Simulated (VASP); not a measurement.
# SnTe (wurtzite type) (P6_3mc) in VASP: notebook

The runs below take SnTe (wurtzite type) through electric field gradients, single point, with PBE.

All numbers are computed with VASP 6.6.1; they aren't measurements. Logs are shortened: lines on timing, memory, paths and dates and some standing lists are left out, and cuts for length are marked.

**1. The cell of the first run**

Symmetry: P6_3mc, No. 186, hexagonal system. Conventional cell: a = 5.436 Å, b = 5.436 Å, c = 6.528 Å, α = 90.00°, β = 90.00°, γ = 120.00°. Sn (site symmetry 3m) has 5 Te at 3.06 to 3.47 Å within 4.0 Å. Within 4.0 Å of Te (site symmetry 3m) lie 5 Sn at 3.06 to 3.47 Å.

**2. Electric field gradients, PBE**

INCAR

```
  PREC = Accurate
  ENCUT = 400
  EDIFF = 1E-8
  ISMEAR = -1
  SIGMA = 0.05
  LREAL = F
  LASPH = T
  NELM = 120
  ALGO = Normal
  ISIF = 2
  LWAVE = F
  LCHARG = F
  GGA = PE
  LEFG = T
  NBANDS = 28
  GGA_COMPAT = F
```

KPOINTS

```
regular mesh
0
Gamma
  9 9 5
```

POSCAR

```
SnTe
1.0
    5.4359348646      0.0000000000      0.0000000000
   -2.7179674323      4.7076576860      0.0000000000
    0.0000000000      0.0000000000      6.5282277187
Sn Te
2 2
Direct
    0.3333333333      0.6666666667     -0.0463843560
    0.6666666667      0.3333333333      0.4536156440
    0.3333333333      0.6666666667      0.4223843560
    0.6666666667      0.3333333333      0.9223843560
```

Potentials or basis: VASP PAW PBE potentials, release 64 (Sn_d, Te).

On the command line:

```sh
cat potpaw_PBE.64/Sn_d/POTCAR potpaw_PBE.64/Te/POTCAR > POTCAR
mpirun -np 1 vasp_std > vasp.out
```

OUTCAR:

```text
PREC = Accurate
   ENCUT = 400
   EDIFF = 1E-8
   ISMEAR = -1
   LREAL = F
   LASPH = T
   NELM = 120
   ISIF = 2
   GGA = PE

 ion  position               nearest neighbor table
   1  0.333  0.667  0.954-   3 3.06   4 3.15   4 3.15   4 3.15   3 3.47
   2  0.667  0.333  0.454-   4 3.06   3 3.15   3 3.15   3 3.15   4 3.47
   3  0.333  0.667  0.422-   1 3.06   2 3.15   2 3.15   2 3.15   1 3.47
   4  0.667  0.333  0.922-   2 3.06   1 3.15   1 3.15   1 3.15   2 3.47

  LATTYP: Found a hexagonal cell.
 ALAT       =     5.4359348646
 C/A-ratio  =     1.2009392830

  Lattice vectors:

 A1 = (   5.4359348646,   0.0000000000,   0.0000000000)
 A2 = (  -2.7179674323,   4.7076576860,   0.0000000000)
 A3 = (   0.0000000000,   0.0000000000,   6.5282277187)

Analysis of symmetry for initial positions (statically):
=====================================================================
 Subroutine PRICEL returns:
 Original cell was already a primitive cell.

 Routine SETGRP: Setting up the symmetry group for a
 hexagonal supercell.

 Subroutine GETGRP returns: Found 12 space group operations
 (whereof  6 operations were pure point group operations)
 out of a pool of 24 trial point group operations.

The static configuration has the point symmetry C_3v.
 The point group associated with its full space group is C_6v.

Analysis of symmetry for dynamics (positions and initial velocities):
=====================================================================
 Subroutine PRICEL returns:
 Original cell was already a primitive cell.

 Routine SETGRP: Setting up the symmetry group for a
 hexagonal supercell.

 Subroutine GETGRP returns: Found 12 space group operations
 (whereof  6 operations were pure point group operations)
 out of a pool of 24 trial point group operations.

The dynamic configuration has the point symmetry C_3v.
 The point group associated with its full space group is C_6v.

 Subroutine INISYM returns: Found 12 space group operations
 (whereof  6 operations are pure point group operations),
 and found     1 'primitive' translations

----------------------------------------------------------------------------------------

                                     Primitive cell

  volume of cell :     167.0607

  direct lattice vectors                    reciprocal lattice vectors
     5.435934865  0.000000000  0.000000000     0.183960997  0.106209931  0.000000000
    -2.717967432  4.707657686  0.000000000     0.000000000  0.212419863  0.000000000
     0.000000000  0.000000000  6.528227719     0.000000000  0.000000000  0.153180931

  length of vectors
     5.435934865  5.435934865  6.528227719     0.212419863  0.212419863  0.153180931

  position of ions in fractional coordinates (direct lattice)
     0.333333333  0.666666667  0.953615644
     0.666666667  0.333333333  0.453615644
     0.333333333  0.666666667  0.422384356
     0.666666667  0.333333333  0.922384356

  ion indices of the primitive-cell ions
   primitive index   ion index
                 1           1
                 2           2
                 3           3
                 4           4

----------------------------------------------------------------------------------------

 KPOINTS: regular mesh

Automatic generation of k-mesh.
 Grid dimensions read from file:
 generate k-points for:    9    9    5

 Generating k-lattice:

  Cartesian coordinates                     Fractional coordinates (reciprocal lattice)
     0.020440111  0.011801103  0.000000000     0.111111111  0.000000000  0.000000000
     0.000000000  0.023602207  0.000000000     0.000000000  0.111111111  0.000000000
[... 42 lines left out ...]
   total plane-waves  NPLWV =  62208
   dimension x,y,z NGX =    36 NGY =   36 NGZ =   48
   dimension x,y,z NGXF=    72 NGYF=   72 NGZF=   96
   ions per type =               2   2
   NGX,Y,Z   is equivalent  to a cutoff of  11.01, 11.01, 12.22 a.u.
   NGXF,Y,Z  is equivalent  to a cutoff of  22.02, 22.02, 24.45 a.u.
 SYSTEM =  unknown system
   PREC   = accura    normal or accurate (medium, high low for compatibility)
   ISTART =      0    job   : 0-new  1-cont  2-samecut
   ICHARG =      2    charge: 1-file 2-atom 10-const
   ISPIN  =      1    spin polarized calculation?
   LNONCOLLINEAR =      F non collinear calculations
   LSORBIT =      F    spin-orbit coupling
   LASPH  =      T    aspherical Exc in radial PAW
   ENCUT  =  400.0 eV  29.40 Ry    5.42 a.u.   8.86  8.86 10.65*2*pi/ulx,y,z
   NELM   =    120;   NELMIN=  2; NELMDL= -5     # of ELM steps
   EDIFF  = 0.1E-07   stopping-criterion for ELM
   LREAL  =      F    real-space projection
   EDIFFG = 0.1E-06   stopping-criterion for IOM
   NSW    =      0    number of steps for IOM
   IBRION =     -1    ionic relax: 0-MD 1-quasi-New 2-CG
   NFREE  =      0    steps in history (QN), initial steepest desc. (CG)
   ISIF   =      2    stress and relaxation
   ISYM   =      2    0-nonsym 1-usesym 2-fastsym
   POTIM  = 0.5000    time-step for ionic-motion
   TEBEG  =    0.0;   TEEND  =   0.0 temperature during run
   PSTRESS=    0.0 pullay stress
   NELECT =      40.0000    total number of electrons
   NUPDOWN=      -1.0000    fix difference up-down
   EMIN   =  10.00;   EMAX   =-10.00  energy-range for DOS
   EFERMI =   0.00;   METHOD = LEGACY
   ISMEAR =    -1;   SIGMA  =   0.05  broadening in eV -4-tet -1-fermi 0-gaus
   EFERMI_NEDOS =   21; number of points for ismear=-14 and -15
   IALGO  =     38    algorithm
   IMIX   =      4    mixing-type and parameters
     AMIX     =   0.40;   BMIX     =  1.00
     AMIX_MAG =   1.60;   BMIX_MAG =  1.00
  volume/ion in A,a.u.               =      41.77       281.85
  Fermi-wavevector in a.u.,A,eV,Ry     =   1.016569  1.921036 14.060420  1.033412
  Thomas-Fermi vector in A             =   2.149920
   LORBIT       =      0    0 simple, 1 ext, 2 COOP (PROOUT), +10 PAW based schemes
   GGA     = PE    functional components
   LHFCALC =     F    Hartree Fock is set to
   AEXX    =    0.0000 exact exchange contribution
   IVDW    =     0    specifies the selected vdW correction
   LEPSILON=     F    determine dielectric tensor
   LRPA    =     F    only Hartree local field effects (RPA)
 non-spin polarized calculation
  energy-cutoff  :      400.00
  volume of cell :      167.06
 maximum number of plane-waves:      3063
 NGX is ok and might be reduce to    36
   NGX = 17   NGY = 17   NGZ = 21

 number of electron      39.9999969 magnetization

 Free energy of the ion-electron system (eV)
  ---------------------------------------------------
  ext. energy  EPLUGINS =         0.00000000
  ---------------------------------------------------
  free energy    TOTEN  =       -14.66161076 eV

  energy without entropy =      -14.66158078  energy(sigma->0) =      -14.66159577

 E-fermi :   4.2840     XC(G=0):  -7.9452

 val. band max:        3.8924035314   @ k =   0.3333   0.3333   0.4000
 cond. band min:       4.6954707845   @ k =   0.1111   0.1111   0.0000
 fundamental gap:      0.8030672532
 Fermi energy:         4.2840282300

 k-point     1 :       0.0000    0.0000    0.0000
  band No.  band energies     occupation
      1     -17.6974      2.00000
      2     -17.6974      2.00000
      3     -17.6971      2.00000
      4     -17.6971      2.00000
      5     -17.6896      2.00000
      6     -17.6813      2.00000
[... 733 lines left out ...]
     27       8.5787      0.00000
     28       9.2957      0.00000

 [... further k-points ...]

------------------------ aborting loop because EDIFF is reached ----------------------------------------

  FORCE on cell =-STRESS in cart. coord.  units (eV):
  Direction    XX          YY          ZZ          XY          YZ          ZX
  --------------------------------------------------------------------------------------
  -------------------------------------------------------------------------------------
  Total       -0.0249511     -0.0249511     -0.0403289      0.0000000      0.0000000     -0.0000000
  in kB       -0.2392907     -0.2392907     -0.3867701      0.0000000      0.0000000     -0.0000000
  external PRESSURE =      -0.2884505 kB  Pullay stress =       0.0000000 kB

 VOLUME and BASIS-vectors are now :
 -----------------------------------------------------------------------------
  energy-cutoff  :      400.00
  volume of cell :      167.06
      direct lattice vectors                 reciprocal lattice vectors
     5.435934865  0.000000000  0.000000000     0.183960997  0.106209931  0.000000000
    -2.717967432  4.707657686  0.000000000     0.000000000  0.212419863  0.000000000
     0.000000000  0.000000000  6.528227719     0.000000000  0.000000000  0.153180931

 POSITION                                       TOTAL-FORCE (eV/Angst)
 -----------------------------------------------------------------------------------
     -0.00000      3.13844      6.22542         0.000000     -0.000000     -0.001667
      2.71797      1.56922      2.96131        -0.000000      0.000000     -0.001667
     -0.00000      3.13844      2.75742         0.000000      0.000000      0.001667
      2.71797      1.56922      6.02154         0.000000     -0.000000      0.001667
 -----------------------------------------------------------------------------------
    total drift:                               -0.000000      0.000000      0.000344

  FREE ENERGIE OF THE ION-ELECTRON SYSTEM (eV)
  ---------------------------------------------------
  free  energy   TOTEN  =       -14.6616107584 eV

  energy  without entropy=      -14.6615807815  energy(sigma->0) =      -14.66159577

 Electric field gradients (V/A^2)
---------------------------------------------------------------------
 ion       V_xx      V_yy      V_zz      V_xy      V_xz      V_yz
---------------------------------------------------------------------
   1       9.239     9.234   -18.474    -0.005    -0.000     0.000
   2       9.239     9.234   -18.474    -0.005     0.000    -0.000
   3      -5.810    -5.810    11.619    -0.000     0.000    -0.000
   4      -5.810    -5.810    11.619    -0.000    -0.000     0.000
---------------------------------------------------------------------

 Electric field gradients after diagonalization (V/A^2)
 (convention: |V_zz| > |V_xx| > |V_yy|)
----------------------------------------------------------------------
 ion       V_xx      V_yy      V_zz     asymmetry (V_yy - V_xx)/ V_zz
----------------------------------------------------------------------
   1       9.242     9.231   -18.474       0.001
   2       9.242     9.231   -18.474       0.001
   3      -5.810    -5.809    11.619       0.000
   4      -5.810    -5.809    11.619       0.000
----------------------------------------------------------------------

           NMR quadrupolar parameters

 Cq : quadrupolar parameter    Cq=e*Q*V_zz/h
 eta: asymmetry parameters     (V_yy - V_xx)/ V_zz
 Q  : nuclear electric quadrupole moment in mb (millibarn)
----------------------------------------------------------------------
 ion       Cq(MHz)       eta       Q (mb)
----------------------------------------------------------------------
   1      -0.045       0.001       1.000
   2      -0.045       0.001       1.000
   3       0.028       0.000       1.000
   4       0.028       0.000       1.000
----------------------------------------------------------------------
```

Run time: 2.5 min. Hardware: 1 thread of Intel Xeon Platinum 8259CL at 2.50GHz (Skylake/Cascade Lake), shared host; peak memory 0.29 GiB.

Results:

| Item | Value |
| --- | --- |
| Free energy | -14.6616 eV |
| Pressure | 0.0 GPa |
| Band gap on the k mesh | 0.80 eV (least direct gap 1.20 eV) |
| Largest electric field gradient by atom | Sn -18.5; Te +11.6 V/Å² |

Electric field gradients, principal values (V/Å²):
```tsv
atom	least	middle	greatest (by size)
1 Sn	9.231	9.242	-18.474
2 Sn	9.231	9.242	-18.474
3 Te	-5.809	-5.810	11.619
4 Te	-5.809	-5.810	11.619
```

Caveat: without QUAD_EFG the Cq values of the log hold for a quadrupole moment of 1 mb, not for the nuclei; spin-orbit coupling is left out, which moves the levels of the heavy elements.

**3. Electric field gradients, PBE**

INCAR

```
SYSTEM = SnTe
PREC = Accurate
ENCUT = 400
EDIFF = 1E-8
ISMEAR = -1
SIGMA = 0.05
LREAL = .FALSE.
LASPH = .TRUE.
NELM = 120
ALGO = Normal
ISIF = 2
LWAVE = .FALSE.
LCHARG = .FALSE.
GGA = PE
LEFG = .TRUE.
NBANDS = 28
GGA_COMPAT = .FALSE.
```

KPOINTS

```
Automatic mesh
0
G
  9 9 5
  0 0 0
```

POSCAR is that of step 2.

Potentials or basis: VASP PAW PBE potentials, release 64 (Sn_d, Te).

On the command line:

```sh
cat potpaw_PBE.64/Sn_d/POTCAR potpaw_PBE.64/Te/POTCAR > POTCAR
mpirun -np 1 vasp_std > vasp.out
```

OUTCAR:

```text
SYSTEM = SnTe
   PREC = Accurate
   ENCUT = 400
   EDIFF = 1E-8
   ISMEAR = -1
   LREAL = .FALSE.
   LASPH = .TRUE.
   NELM = 120
   ISIF = 2
   GGA = PE

 ion  position               nearest neighbor table
   1  0.333  0.667  0.954-   3 3.06   4 3.15   4 3.15   4 3.15   3 3.47
   2  0.667  0.333  0.454-   4 3.06   3 3.15   3 3.15   3 3.15   4 3.47
   3  0.333  0.667  0.422-   1 3.06   2 3.15   2 3.15   2 3.15   1 3.47
   4  0.667  0.333  0.922-   2 3.06   1 3.15   1 3.15   1 3.15   2 3.47

  LATTYP: Found a hexagonal cell.
 ALAT       =     5.4359348646
 C/A-ratio  =     1.2009392830

  Lattice vectors:

 A1 = (   5.4359348646,   0.0000000000,   0.0000000000)
 A2 = (  -2.7179674323,   4.7076576860,   0.0000000000)
 A3 = (   0.0000000000,   0.0000000000,   6.5282277187)

Analysis of symmetry for initial positions (statically):
=====================================================================
 Subroutine PRICEL returns:
 Original cell was already a primitive cell.

 Routine SETGRP: Setting up the symmetry group for a
 hexagonal supercell.

 Subroutine GETGRP returns: Found 12 space group operations
 (whereof  6 operations were pure point group operations)
 out of a pool of 24 trial point group operations.

The static configuration has the point symmetry C_3v.
 The point group associated with its full space group is C_6v.

Analysis of symmetry for dynamics (positions and initial velocities):
=====================================================================
 Subroutine PRICEL returns:
[... 913 lines left out ...]
 [... further k-points ...]

------------------------ aborting loop because EDIFF is reached ----------------------------------------

  FORCE on cell =-STRESS in cart. coord.  units (eV):
  Direction    XX          YY          ZZ          XY          YZ          ZX
  --------------------------------------------------------------------------------------
  -------------------------------------------------------------------------------------
  Total       -0.0249511     -0.0249511     -0.0403289      0.0000000      0.0000000     -0.0000000
  in kB       -0.2392907     -0.2392907     -0.3867701      0.0000000      0.0000000     -0.0000000
  external PRESSURE =      -0.2884505 kB  Pullay stress =       0.0000000 kB

 VOLUME and BASIS-vectors are now :
 -----------------------------------------------------------------------------
  energy-cutoff  :      400.00
  volume of cell :      167.06
      direct lattice vectors                 reciprocal lattice vectors
     5.435934865  0.000000000  0.000000000     0.183960997  0.106209931  0.000000000
    -2.717967432  4.707657686  0.000000000     0.000000000  0.212419863  0.000000000
     0.000000000  0.000000000  6.528227719     0.000000000  0.000000000  0.153180931

 POSITION                                       TOTAL-FORCE (eV/Angst)
 -----------------------------------------------------------------------------------
     -0.00000      3.13844      6.22542         0.000000     -0.000000     -0.001667
      2.71797      1.56922      2.96131        -0.000000      0.000000     -0.001667
     -0.00000      3.13844      2.75742         0.000000      0.000000      0.001667
      2.71797      1.56922      6.02154         0.000000     -0.000000      0.001667
 -----------------------------------------------------------------------------------
    total drift:                               -0.000000      0.000000      0.000344

  FREE ENERGIE OF THE ION-ELECTRON SYSTEM (eV)
  ---------------------------------------------------
  free  energy   TOTEN  =       -14.6616107584 eV

  energy  without entropy=      -14.6615807815  energy(sigma->0) =      -14.66159577

 Electric field gradients (V/A^2)
---------------------------------------------------------------------
 ion       V_xx      V_yy      V_zz      V_xy      V_xz      V_yz
---------------------------------------------------------------------
   1       9.239     9.234   -18.474    -0.005    -0.000     0.000
   2       9.239     9.234   -18.474    -0.005     0.000    -0.000
   3      -5.810    -5.810    11.619    -0.000     0.000    -0.000
   4      -5.810    -5.810    11.619    -0.000    -0.000     0.000
---------------------------------------------------------------------

 Electric field gradients after diagonalization (V/A^2)
 (convention: |V_zz| > |V_xx| > |V_yy|)
----------------------------------------------------------------------
 ion       V_xx      V_yy      V_zz     asymmetry (V_yy - V_xx)/ V_zz
----------------------------------------------------------------------
   1       9.242     9.231   -18.474       0.001
   2       9.242     9.231   -18.474       0.001
   3      -5.810    -5.809    11.619       0.000
   4      -5.810    -5.809    11.619       0.000
----------------------------------------------------------------------

           NMR quadrupolar parameters

 Cq : quadrupolar parameter    Cq=e*Q*V_zz/h
 eta: asymmetry parameters     (V_yy - V_xx)/ V_zz
 Q  : nuclear electric quadrupole moment in mb (millibarn)
----------------------------------------------------------------------
 ion       Cq(MHz)       eta       Q (mb)
----------------------------------------------------------------------
   1      -0.045       0.001       1.000
   2      -0.045       0.001       1.000
   3       0.028       0.000       1.000
   4       0.028       0.000       1.000
----------------------------------------------------------------------
```

Wall time 2.3 min (1 thread of Intel Xeon Platinum 8259CL at 2.50GHz (Skylake/Cascade Lake), shared host); peak memory 0.29 GiB.

Results:

```yaml
Free_energy: -14.6616 eV
Pressure: 0.0 GPa
Band_gap_on_the_k_mesh: 0.80 eV (least direct gap 1.20 eV)
Largest_electric_field_gradient_by_atom: Sn -18.5; Te +11.6 V/Å²
```

Electric field gradients, principal values (V/Å²):
```csv
atom,least,middle,greatest (by size)
1 Sn,9.231,9.242,-18.474
2 Sn,9.231,9.242,-18.474
3 Te,-5.809,-5.810,11.619
4 Te,-5.809,-5.810,11.619
```

Caveat: without QUAD_EFG the Cq values of the log hold for a quadrupole moment of 1 mb, not for the nuclei; spin-orbit coupling is left out, which moves the levels of the heavy elements. A k mesh can miss the band edges.

**4. Single point, PBE**

POSCAR is that of step 3.

INCAR.step1

```
  PREC = Accurate
  ENCUT = 400
  EDIFF = 1E-6
  ISMEAR = -1
  SIGMA = 0.05
  LREAL = F
  LASPH = T
  NELM = 120
  ALGO = Normal
  ISIF = 2
  LWAVE = F
  LCHARG = T
  GGA = PE
  NBANDS = 28
  GGA_COMPAT = F
  NEDOS = 2001
  LORBIT = 11
```

KPOINTS.step1

```
Automatic mesh
0
Gamma
  9 9 5
```

INCAR.step2

```
  PREC = Accurate
  ENCUT = 400
  EDIFF = 1E-6
  ISMEAR = -5
  SIGMA = 0.05
  LREAL = F
  LASPH = T
  NELM = 120
  ALGO = Normal
  ISIF = 2
  LWAVE = F
  LCHARG = F
  GGA = PE
  LORBIT = 11
  NEDOS = 1001
  ICHARG = 11
  GGA_COMPAT = F
```

KPOINTS.step2

```
Automatic mesh
0
Gamma
  14 14 8
```

On the command line:

```sh
cat potpaw_PBE.64/Sn_d/POTCAR potpaw_PBE.64/Te/POTCAR > POTCAR
cp INCAR.step1 INCAR
cp KPOINTS.step1 KPOINTS
mpirun -np 1 vasp_std > vasp.out
cp INCAR.step2 INCAR
cp KPOINTS.step2 KPOINTS
mpirun -np 1 vasp_std > vasp.out
```

Wall time 5.3 min (1 thread of Intel Xeon Platinum 8259CL at 2.50GHz (Skylake/Cascade Lake), shared host); peak memory 0.43 GiB.

It converged, with:

- Valence electrons inside the program's atomic spheres: Sn 12.06; Te 3.37

Levels at points of the mesh, in eV from the valence-band top:
| k point | band 18 | band 19 | band 20 | band 21 | band 22 | band 23 |
| --- | --- | --- | --- | --- | --- | --- |
| (0.00, 0.00, 0.00) | -1.84 | -1.84 | -1.83 | 0.75 | 0.75 | 2.37 |
| (0.50, 0.00, 0.00) | -2.22 | -2.08 | -0.51 | 1.87 | 2.68 | 3.18 |
| (0.00, 0.00, 0.50) | -2.57 | -1.46 | -1.46 | 1.29 | 1.29 | 1.29 |
| (0.50, 0.00, 0.50) | -1.91 | -0.75 | -0.75 | 0.88 | 0.88 | 2.46 |

Caveat: spin-orbit coupling is left out, which moves the levels of the heavy elements.
